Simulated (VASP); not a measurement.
# Rb (P6/mmm) in VASP: notebook, part 2 of 2

VASP 6.6.1. The steps go on from the part before.

## Step 3: Relaxation of shape and atoms at fixed volume, PBE

This run uses another cell than the first one, of 62.28 Å³/atom.

Input file INCAR:

```
SYSTEM = Rb
PREC = Accurate
ENCUT = 600
EDIFF = 1E-6
ISMEAR = -1
SIGMA = 0.05
LREAL = .FALSE.
LASPH = .TRUE.
NELM = 100
ALGO = Normal
ISIF = 4
LWAVE = .FALSE.
LCHARG = .FALSE.
GGA = PE
IBRION = 2
NSW = 50
EDIFFG = -0.005
```

Input file KPOINTS:

```
regular mesh
0
G
  5 5 7
  0 0 0
```

Input file POSCAR:

```
Rb
1.0
    7.1211051358      0.0000000000      0.0000000000
   -3.5605525679      6.1670579506      0.0000000000
    0.0000000000      0.0000000000      4.2546331377
Rb
3
Direct
    0.0000000000      0.0000000000      0.0000000000
    0.3333333333      0.6666666667      0.5000000000
    0.6666666667      0.3333333333      0.5000000000
```

Potentials or basis: VASP PAW PBE potentials, release 64 (Rb_sv).

Command:

```bash
> cat potpaw_PBE.64/Rb_sv/POTCAR > POTCAR
> mpirun -np 1 vasp_std > vasp.out
```

OUTCAR:

```text
SYSTEM = Rb
   PREC = Accurate
   ENCUT = 600
   EDIFF = 1E-6
   ISMEAR = -1
   LREAL = .FALSE.
   LASPH = .TRUE.
   NELM = 100
   ISIF = 4
   GGA = PE
   IBRION = 2
   NSW = 50
   EDIFFG = -0.005

 ion  position               nearest neighbor table
   1  0.000  0.000  0.000-   2 4.63   3 4.63   2 4.63   3 4.63   2 4.63   2 4.63   3 4.63   3 4.63
                             3 4.63   3 4.63   2 4.63   2 4.63
   2  0.333  0.667  0.500-   3 4.11   3 4.11   3 4.11   1 4.63   1 4.63   1 4.63   1 4.63   1 4.63
                             1 4.63
   3  0.667  0.333  0.500-   2 4.11   2 4.11   2 4.11   1 4.63   1 4.63   1 4.63   1 4.63   1 4.63
                             1 4.63

  LATTYP: Found a hexagonal cell.
 ALAT       =     7.1211051358
 C/A-ratio  =     0.5974680975

  Lattice vectors:

 A1 = (   7.1211051358,   0.0000000000,   0.0000000000)
 A2 = (  -3.5605525679,   6.1670579506,   0.0000000000)
 A3 = (   0.0000000000,   0.0000000000,   4.2546331377)

Analysis of symmetry for initial positions (statically):
=====================================================================
 Subroutine PRICEL returns:
 Original cell was already a primitive cell.

 Routine SETGRP: Setting up the symmetry group for a
 hexagonal supercell.

 Subroutine GETGRP returns: Found 24 space group operations
 (whereof 24 operations were pure point group operations)
 out of a pool of 24 trial point group operations.

The static configuration has the point symmetry D_6h.

Analysis of symmetry for dynamics (positions and initial velocities):
=====================================================================
 Subroutine PRICEL returns:
 Original cell was already a primitive cell.

 Routine SETGRP: Setting up the symmetry group for a
 hexagonal supercell.

 Subroutine GETGRP returns: Found 24 space group operations
 (whereof 24 operations were pure point group operations)
[... 118 lines left out ...]
     AMIX     =   0.40;   BMIX     =  1.00
     AMIX_MAG =   1.60;   BMIX_MAG =  1.00
  volume/ion in A,a.u.               =      62.28       420.30
  Fermi-wavevector in a.u.,A,eV,Ry     =   0.859080  1.623426 10.041349  0.738018
  Thomas-Fermi vector in A             =   1.976381
   LORBIT       =      0    0 simple, 1 ext, 2 COOP (PROOUT), +10 PAW based schemes
   GGA     = PE    functional components
   LHFCALC =     F    Hartree Fock is set to
   AEXX    =    0.0000 exact exchange contribution
   IVDW    =     0    specifies the selected vdW correction
   LEPSILON=     F    determine dielectric tensor
   LRPA    =     F    only Hartree local field effects (RPA)
 conjugate gradient relaxation of ions
 non-spin polarized calculation
  energy-cutoff  :      600.00
  volume of cell :      186.85
 maximum number of plane-waves:      6269
 NGX is ok and might be reduce to    60
   NGX = 29   NGY = 29   NGZ = 17

 number of electron      27.0000000 magnetization

 Free energy of the ion-electron system (eV)
  ---------------------------------------------------
  ext. energy  EPLUGINS =         0.00000000
  ---------------------------------------------------
  free energy    TOTEN  =        -2.36420619 eV

  energy without entropy =       -2.34500551  energy(sigma->0) =       -2.35460585

 E-fermi :   1.0454     XC(G=0):  -6.4742

 val. band max:        1.0319666189   @ k =   0.2000   0.2000   0.1429
 cond. band min:       1.0651100634   @ k =   0.2000   0.2000   0.1429
 fundamental gap:      0.0331434445
 Fermi energy:         1.0454285978

 k-point     1 :       0.0000    0.0000    0.0000
  band No.  band energies     occupation
      1     -27.8122      2.00000
      2     -27.7822      2.00000
      3     -27.6501      2.00000
      4     -12.0433      2.00000
      5     -12.0433      2.00000
      6     -11.8836      2.00000
[... 377 lines left out ...]
      4     -12.0669      2.00000
      5     -12.0359      2.00000
      6     -12.0108      2.00000
[... 9 lines left out ...]
     16       2.2250      0.00000
     17       2.3531      0.00000

------------------------ aborting loop because EDIFF is reached ----------------------------------------

  FORCE on cell =-STRESS in cart. coord.  units (eV):
  Direction    XX          YY          ZZ          XY          YZ          ZX
  --------------------------------------------------------------------------------------
  -------------------------------------------------------------------------------------
  Total        2.5206330      2.5206330      2.5162753      0.0000000      0.0000000      0.0000000
  in kB       21.6138760     21.6138760     21.5765101      0.0000000      0.0000000      0.0000000
  external PRESSURE =      21.6014207 kB  Pullay stress =       0.0000000 kB

 VOLUME and BASIS-vectors are now :
 -----------------------------------------------------------------------------
  energy-cutoff  :      600.00
  volume of cell :      186.85
      direct lattice vectors                 reciprocal lattice vectors
     7.121105136  0.000000000  0.000000000     0.140427642  0.081075937  0.000000000
    -3.560552568  6.167057951  0.000000000     0.000000000  0.162151873  0.000000000
     0.000000000  0.000000000  4.254633138     0.000000000  0.000000000  0.235037891

 POSITION                                       TOTAL-FORCE (eV/Angst)
 -----------------------------------------------------------------------------------
      0.00000      0.00000      0.00000        -0.000000      0.000000     -0.000000
     -0.00000      4.11137      2.12732         0.000000      0.000000     -0.000000
      3.56055      2.05569      2.12732        -0.000000     -0.000000      0.000000
 -----------------------------------------------------------------------------------
    total drift:                                0.000000     -0.000000      0.000000

  FREE ENERGIE OF THE ION-ELECTRON SYSTEM (eV)
  ---------------------------------------------------
  free  energy   TOTEN  =        -2.3642061904 eV

  energy  without entropy=       -2.3450055111  energy(sigma->0) =       -2.35460585

 reached required accuracy - stopping structural energy minimisation
```

It took 83 s on 1 thread of Intel Xeon Platinum 8259CL at 2.50GHz (Skylake/Cascade Lake), shared host; peak memory 0.35 GiB.

Results:

```
Free energy             : -2.3642 eV
Pressure after relaxing : 2.2 GPa
Band gap on the k mesh  : zero (an odd number of electrons rules out a gap without spin polarisation)
```

Final structure:
```xyz
3
Lattice="7.1211 0.0000 0.0000 -3.5606 6.1671 0.0000 0.0000 0.0000 4.2546" Properties=species:S:1:pos:R:3 pbc="T T T"
Rb    0.0000    0.0000    0.0000
Rb    0.0000    4.1114    2.1273
Rb    3.5606    2.0557    2.1273
```

The gap in the log of VASP goes by the Fermi energy; the results here count the filled bands.